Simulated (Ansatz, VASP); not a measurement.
**One calculation of GaSb, two programs**

INCAR

```
SYSTEM = GaSb
PREC = Accurate ; ENCUT = 520
EDIFF = 1E-7 ; ISMEAR = -1
SIGMA = 0.1 ; LREAL = .False.
LASPH = .True. ; NELM = 100
ALGO = Normal ; ISIF = 2
LWAVE = .False. ; LCHARG = .False.
GGA = CA ; NBANDS = 16
```

File KPOINTS:

```
regular mesh
0
Gamma
  11 11 11
  0 0 0
```

Contents of POSCAR:

```
GaSb
1.0
    0.0000000000      3.0249698700      3.0249698700
    3.0249698700      0.0000000000      3.0249698700
    3.0249698700      3.0249698700      0.0000000000
Ga Sb
1 1
Direct
    0.0000000000      0.0000000000      0.0000000000
    0.2500000000      0.2500000000      0.2500000000
```

Input for Ansatz:

```yaml
crystal:
  lattice:
    - [0.0, 3.02496987, 3.02496987]
    - [3.02496987, 0.0, 3.02496987]
    - [3.02496987, 3.02496987, 0.0]
  atoms:
    - { symbol: Ga, position: [0.0, 0.0, 0.0] }
    - { symbol: Sb, position: [0.25, 0.25, 0.25] }
kpoints:
  mp_grid: { grid: [11, 11, 11] }
  band_path:
    path:
      - [0.0, 0.0, 0.0]
      - [-0.5, -0.5, 0.0]
      - [-0.375, -0.375, 0.25]
      - [-0.375, 0.0, 0.375]
      - [0.0, 0.0, 0.0]
      - [0.0, 0.0, 0.5]
      - [-0.5, -0.25, 0.25]
      - [-0.5, -0.5, 0.0]
    npoints: 8
scf:
  occupations: { method: fermi_dirac, width: 0.1 }
hamiltonian:
  xc: lda
  pseudopotentials: { kind: paw }
output:
  forces: true
  stress: true
  eigenvalues: true
  populations: true
  dos: { projected: true, de: 0.2, e_range: [-14, 8] }
```

Change from the starting cell: volume scaled by 1, PAW files.

Alike in both runs: task single point; functional LDA; k mesh 11 × 11 × 11; occupations fermi-dirac, width 0.1 eV; no spin polarisation.

```csv
,VASP,Ansatz
version,VASP 6.6.1,Ansatz 0.2.0
potentials or method,"VASP PAW LDA potentials, release 64 (Ga_d, Sb)","PAW with Ansatz's default frozen-core files, scalar-relativistic"
plane-wave cutoff (eV),520,420
valence electrons in the cell,18,28
```

```tsv
	VASP	Ansatz	Ansatz less VASP
pressure (GPa)	0.2	0.0	-0.20
```

LDA's correlation is that of Perdew and Zunger in VASP and of Perdew and Wang (1992) in Ansatz. VASP's potentials hold 18 valence electrons a cell and Ansatz's 28, so a difference there can come from the potentials and not from the codes.

Spin-orbit coupling is off throughout.
